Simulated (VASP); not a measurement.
CdI2, 3 atoms in the cell. It takes space group P-3m1 (No. 164, trigonal). Conventional cell: a = 4.247 Å, b = 4.247 Å, c = 6.688 Å, α = 90.00°, β = 90.00°, γ = 120.00°. Within 3.9 Å of Cd (site symmetry -3m) lie 6 I at 2.99 Å. Within 3.9 Å of I (site symmetry 3m) lie 3 Cd at 2.99 Å.  This cell differs from its parent crystal: uniaxial z strain -3.0%.

```yaml
Program: VASP 6.6.1
Task: single point
Functional: PBE
Potentials_or_basis: VASP PAW PBE potentials, release 64 (Cd, I)
Cutoff: 500 eV
k_mesh: 12 × 12 × 4
Occupations: fermi-dirac, width 0.02 eV
Spin: no spin polarisation
Dipole_correction: no
Further_INCAR_settings: ALGO = Normal; EDIFF = 1e-06; NBANDS = 20
```

Potentials or basis: VASP PAW PBE potentials, release 64 (Cd, I).

Command:

```sh
$ cat potpaw_PBE.64/Cd/POTCAR potpaw_PBE.64/I/POTCAR > POTCAR
$ mpirun -np 1 vasp_std > vasp.out
```

Hardware: 1 thread of AMD EPYC 9R45 96-Core Processor (Zen 5), on a shared host.

Task: How long does it take, and how much memory?

Result: It took 61 s on 1 thread of AMD EPYC 9R45 96-Core Processor (Zen 5), with other jobs on the host, peak memory 0.27 GiB. Counts: scf iterations 13, k points 69.
